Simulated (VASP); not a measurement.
# C in VASP: a series of runs

The runs below take C through single point, with r2SCAN.

Program: VASP 6.6.1. These are calculated values, not measurements. Logs are shortened: lines on timing, memory, paths and dates and some standing lists are left out, and cuts for length are marked.

### 1 The cell of the first run

It takes space group P6_3mc (No. 186, hexagonal). The conventional cell has a = 2.470 Å, b = 2.470 Å, c = 6.790 Å, α = 90.00°, β = 90.00°, γ = 120.00°. Within 1.9 Å of C (site symmetry 3m) lie 3 C at 1.43 Å. Within 1.9 Å of C (site symmetry 3m) lie 3 C at 1.43 Å.

### 2 Single point, r2SCAN

The input, POSCAR:

```
C
1.0
    2.4699988104      0.0000000000      0.0000000000
   -1.2349994052      2.1390817171      0.0000000000
    0.0000000000      0.0000000000      6.7900000000
C
4
Direct
    0.0000000000      0.0000000000      0.0000000000
    0.0000000000      0.0000000000      0.5000000000
    0.3333333333      0.6666666667      0.0050000000
    0.6666666667      0.3333333333      0.5050000000
```

The input, INCAR.step1:

```
PREC = Accurate ; ENCUT = 520
ISMEAR = 0 ; SIGMA = 0.1
LREAL = F ; LASPH = T
NELM = 60 ; NBANDS = 16
GGA = PE ; ALGO = Normal
EDIFF = 1E-4 ; LWAVE = T
LCHARG = F
```

The input, INCAR.step2:

```
PREC = Accurate ; ENCUT = 520
EDIFF = 1E-6 ; ISMEAR = 0
SIGMA = 0.1 ; LREAL = F
LASPH = T ; NELM = 60
ALGO = Normal ; ISIF = 2
LWAVE = F ; LCHARG = F
METAGGA = R2SCAN ; LMIXTAU = T
NBANDS = 16 ; ISTART = 1
```

The input, KPOINTS:

```
Automatic mesh
0
Gamma
  12 12 4
```

Potentials or basis: VASP PAW PBE potentials, release 64 (C).

Command:

```sh
cat potpaw_PBE.64/C/POTCAR > POTCAR
cp INCAR.step1 INCAR
mpirun -np 1 vasp_std > vasp.out
cp INCAR.step2 INCAR
mpirun -np 1 vasp_std > vasp.out
```

OUTCAR:

```text
PREC = Accurate
   ENCUT = 520
   EDIFF = 1E-6
   ISMEAR = 0
   LREAL = F
   LASPH = T
   NELM = 60
   ISIF = 2
   METAGGA = R2SCAN
   ISTART = 1

 ion  position               nearest neighbor table
   1  0.000  0.000  0.000-   3 1.43   3 1.43   3 1.43
   2  0.000  0.000  0.500-   4 1.43   4 1.43   4 1.43
   3  0.333  0.667  0.005-   1 1.43   1 1.43   1 1.43
   4  0.667  0.333  0.505-   2 1.43   2 1.43   2 1.43

  LATTYP: Found a hexagonal cell.
 ALAT       =     2.4699988104
 C/A-ratio  =     2.7489891782

  Lattice vectors:

 A1 = (   2.4699988104,   0.0000000000,   0.0000000000)
 A2 = (  -1.2349994052,   2.1390817171,   0.0000000000)
 A3 = (   0.0000000000,   0.0000000000,   6.7900000000)

Analysis of symmetry for initial positions (statically):
=====================================================================
 Subroutine PRICEL returns:
 Original cell was already a primitive cell.

 Routine SETGRP: Setting up the symmetry group for a
 hexagonal supercell.

 Subroutine GETGRP returns: Found 12 space group operations
 (whereof  6 operations were pure point group operations)
 out of a pool of 24 trial point group operations.

The static configuration has the point symmetry C_3v.
 The point group associated with its full space group is C_6v.

Analysis of symmetry for dynamics (positions and initial velocities):
=====================================================================
 Subroutine PRICEL returns:
 Original cell was already a primitive cell.

 Routine SETGRP: Setting up the symmetry group for a
 hexagonal supercell.

 Subroutine GETGRP returns: Found 12 space group operations
 (whereof  6 operations were pure point group operations)
 out of a pool of 24 trial point group operations.

The dynamic configuration has the point symmetry C_3v.
 The point group associated with its full space group is C_6v.

 Subroutine INISYM returns: Found 12 space group operations
 (whereof  6 operations are pure point group operations),
 and found     1 'primitive' translations

----------------------------------------------------------------------------------------

                                     Primitive cell

  volume of cell :      35.8752

[... 90 lines left out ...]
   ENCUT  =  520.0 eV  38.22 Ry    6.18 a.u.   4.59  4.59 12.62*2*pi/ulx,y,z
   NELM   =     60;   NELMIN=  2; NELMDL=  0     # of ELM steps
   EDIFF  = 0.1E-05   stopping-criterion for ELM
   LREAL  =      F    real-space projection
   EDIFFG = 0.1E-04   stopping-criterion for IOM
   NSW    =      0    number of steps for IOM
   IBRION =     -1    ionic relax: 0-MD 1-quasi-New 2-CG
   NFREE  =      0    steps in history (QN), initial steepest desc. (CG)
   ISIF   =      2    stress and relaxation
   ISYM   =      2    0-nonsym 1-usesym 2-fastsym
   POTIM  = 0.5000    time-step for ionic-motion
   TEBEG  =    0.0;   TEEND  =   0.0 temperature during run
   PSTRESS=    0.0 pullay stress
   NELECT =      16.0000    total number of electrons
   NUPDOWN=      -1.0000    fix difference up-down
   EMIN   =  10.00;   EMAX   =-10.00  energy-range for DOS
   EFERMI =   0.00;   METHOD = LEGACY
   ISMEAR =     0;   SIGMA  =   0.10  broadening in eV -4-tet -1-fermi 0-gaus
   EFERMI_NEDOS =   21; number of points for ismear=-14 and -15
   IALGO  =     38    algorithm
   IMIX   =      4    mixing-type and parameters
     AMIX     =   0.40;   BMIX     =  1.00
     AMIX_MAG =   1.60;   BMIX_MAG =  1.00
  volume/ion in A,a.u.               =       8.97        60.52
  Fermi-wavevector in a.u.,A,eV,Ry     =   1.250787  2.363646 21.285898  1.564469
  Thomas-Fermi vector in A             =   2.384765
   LORBIT       =      0    0 simple, 1 ext, 2 COOP (PROOUT), +10 PAW based schemes
   METAGGA = R2SCAN    functional components
   LHFCALC =     F    Hartree Fock is set to
   AEXX    =    0.0000 exact exchange contribution
   IVDW    =     0    specifies the selected vdW correction
   LEPSILON=     F    determine dielectric tensor
   LRPA    =     F    only Hartree local field effects (RPA)
 non-spin polarized calculation
 Gauss-broadening in eV      SIGMA  =   0.10
  energy-cutoff  :      520.00
  volume of cell :       35.88
 maximum number of plane-waves:       984
   NGX =  9   NGY =  9   NGZ = 25

 number of electron      15.9999995 magnetization

 Free energy of the ion-electron system (eV)
  ---------------------------------------------------
  ext. energy  EPLUGINS =         0.00000000
  ---------------------------------------------------
  free energy    TOTEN  =       -39.71509287 eV

  energy without entropy =      -39.71315463  energy(sigma->0) =      -39.71412375

 E-fermi :   4.4719     XC(G=0): -11.0228

 val. band max:        4.4702566178   @ k =   0.3333   0.3333   0.2500
 cond. band min:       4.4784991475   @ k =   0.3333   0.3333   0.5000
 fundamental gap:      0.0082425297
 Fermi energy:         4.4719447301

 k-point     1 :       0.0000    0.0000    0.0000
  band No.  band energies     occupation
      1     -16.3370      2.00000
      2     -16.0638      2.00000
      3      -4.3958      2.00000
      4      -2.4824      2.00000
      5       1.2816      2.00000
      6       1.2816      2.00000
[... 433 lines left out ...]
      3      -5.7778      2.00000
      4      -5.6897      2.00000
      5      -1.6181      2.00000
      6      -1.5831      2.00000
[... 8 lines left out ...]
     15      20.3571      0.00000
     16      21.4428      0.00000

 [... further k-points ...]

------------------------ aborting loop because EDIFF is reached ----------------------------------------

  FORCE on cell =-STRESS in cart. coord.  units (eV):
  Direction    XX          YY          ZZ          XY          YZ          ZX
  --------------------------------------------------------------------------------------
  -------------------------------------------------------------------------------------
  Total       -1.3723819     -1.3723819      0.1679639      0.0000000      0.0000000      0.0000000
  in kB      -61.2902910    -61.2902910      7.5012307      0.0000000      0.0000000      0.0000000
  external PRESSURE =     -38.3597838 kB  Pullay stress =       0.0000000 kB

 VOLUME and BASIS-vectors are now :
 -----------------------------------------------------------------------------
  energy-cutoff  :      520.00
  volume of cell :       35.88
      direct lattice vectors                 reciprocal lattice vectors
     2.469998810  0.000000000  0.000000000     0.404858495  0.233745161  0.000000000
    -1.234999405  2.139081717  0.000000000     0.000000000  0.467490322  0.000000000
     0.000000000  0.000000000  6.790000000     0.000000000  0.000000000  0.147275405

 POSITION                                       TOTAL-FORCE (eV/Angst)
 -----------------------------------------------------------------------------------
      0.00000      0.00000      0.00000         0.000000     -0.000000      0.586789
      0.00000      0.00000      3.39500        -0.000000     -0.000000      0.586789
     -0.00000      1.42605      0.03395        -0.000000      0.000000     -0.586789
      1.23500      0.71303      3.42895         0.000000     -0.000000     -0.586789
 -----------------------------------------------------------------------------------
    total drift:                               -0.000000     -0.000000     -0.002139

  FREE ENERGIE OF THE ION-ELECTRON SYSTEM (eV)
  ---------------------------------------------------
  free  energy   TOTEN  =       -39.7150928682 eV

  energy  without entropy=      -39.7131546295  energy(sigma->0) =      -39.71412375
```

OUTCAR.step1:

```text
PREC = Accurate
   ENCUT = 520
   ISMEAR = 0
   LREAL = F
[... 687 lines left out ...]
      0.00000      0.00000      0.00000         0.000000      0.000000      0.567134
      0.00000      0.00000      3.39500        -0.000000     -0.000000      0.567134
     -0.00000      1.42605      0.03395         0.000000      0.000000     -0.567134
      1.23500      0.71303      3.42895        -0.000000      0.000000     -0.567134
 -----------------------------------------------------------------------------------
    total drift:                               -0.000000     -0.000000     -0.000113

  FREE ENERGIE OF THE ION-ELECTRON SYSTEM (eV)
  ---------------------------------------------------
  free  energy   TOTEN  =       -36.8280210001 eV

  energy  without entropy=      -36.8260788832  energy(sigma->0) =      -36.82704994
```

Run time: 70 s. Hardware: 1 thread of Intel Xeon 6975P-C, shared host; peak memory 0.15 GiB.

What came out:

- Free energy: -39.7151 eV
- Pressure: -3.8 GPa
- Largest force: 0.587 eV/Å
- Band gap on the k mesh: zero (band 8 reaches 4.48 eV, above the bottom of band 9 at 4.45 eV)

Forces in eV/Å, atoms in the order of the input:
```
C    0.000  0.000  0.587
C    0.000  0.000  0.587
C    0.000  0.000 -0.587
C    0.000  0.000 -0.587
```

Levels at points of the mesh, in eV from the Fermi level:
| k point | band 4 | band 5 | band 6 | band 7 | band 8 | band 9 | band 10 | band 11 | band 12 | band 13 |
| --- | --- | --- | --- | --- | --- | --- | --- | --- | --- | --- |
| (0.00, 0.00, 0.00) | -6.95 | -3.19 | -3.19 | -3.17 | -3.17 | 4.39 | 8.62 | 8.62 | 8.67 | 8.67 |
| (0.50, 0.00, 0.00) | -13.90 | -6.77 | -6.71 | -2.88 | -2.20 | 1.60 | 2.30 | 7.43 | 7.81 | 11.68 |
| (0.00, 0.00, 0.50) | -8.00 | -3.18 | -3.18 | -3.18 | -3.18 | 7.07 | 7.07 | 8.64 | 8.64 | 8.64 |
| (0.50, 0.00, 0.50) | -13.94 | -6.74 | -6.74 | -2.48 | -2.48 | 1.76 | 1.76 | 7.62 | 7.62 | 13.04 |

Caveat: the PAW data sets were made with another functional, which shifts forces and pressure a little.

### 3 Single point, r2SCAN (volume scaled by 0.94, then relaxed in part)

The input, POSCAR:

```
C
1.0
    2.4518774700      0.0000000000      0.0000000000
   -1.2259387350      2.1233881760      0.0000000000
    0.0000000000      0.0000000000      6.6485098100
C
4
Direct
    0.0000000000      0.0000000000      0.0025000000
    0.0000000000      0.0000000000      0.5025000000
    0.3333333333      0.6666666667      0.0025000000
    0.6666666667      0.3333333333      0.5025000000
```

The input, INCAR.step1:

```
ALGO = Normal
EDIFF = 1E-4
ENCUT = 520
GGA = PE
ISMEAR = 0
LASPH = True
LCHARG = False
LREAL = False
LWAVE = True
NBANDS = 16
NELM = 100
PREC = Accurate
SIGMA = 0.1
```

The input, INCAR.step2:

```
ALGO = Normal
EDIFF = 1E-6
ENCUT = 520
ISIF = 2
ISMEAR = 0
ISTART = 1
LASPH = True
LCHARG = False
LMIXTAU = True
LREAL = False
LWAVE = False
METAGGA = R2SCAN
NBANDS = 16
NELM = 100
PREC = Accurate
SIGMA = 0.1
```

The input, KPOINTS:

```
k-points
0
Gamma
  18 18 6
```

Potentials or basis: VASP PAW PBE potentials, release 64 (C).

Command:

```sh
cat potpaw_PBE.64/C/POTCAR > POTCAR
cp INCAR.step1 INCAR
mpirun -np 1 vasp_std > vasp.out
cp INCAR.step2 INCAR
mpirun -np 1 vasp_std > vasp.out
```

Run time: 4 min. Hardware: 1 thread of Intel Xeon 6975P-C, shared host; peak memory 0.18 GiB.

It converged, with:

```
Free energy            : -39.7387 eV
Pressure               : 2.6 GPa
Band gap on the k mesh : zero (band 8 reaches 4.80 eV, above the bottom of band 9 at 4.77 eV)
```

Stress tensor (GPa, compression positive):
```
3.01 0.00 0.00
0.00 3.01 0.00
0.00 0.00 1.80
```

Levels at points of the mesh, in eV from the Fermi level:
```
           k point  band 5  band 6  band 7  band 8  band 9  band 10  band 11  band 12
(0.00, 0.00, 0.00)   -3.19   -3.19   -3.17   -3.17    4.53     8.76     8.76     8.82
(0.50, 0.00, 0.00)   -6.84   -6.78   -2.97   -2.23    1.63     2.38     7.63     8.07
(0.00, 0.00, 0.50)   -3.18   -3.18   -3.18   -3.18    7.38     7.38     8.79     8.79
(0.50, 0.00, 0.50)   -6.81   -6.81   -2.53   -2.53    1.78     1.78     7.84     7.84
```

Caveat: the PAW data sets were made with another functional, which shifts forces and pressure a little.
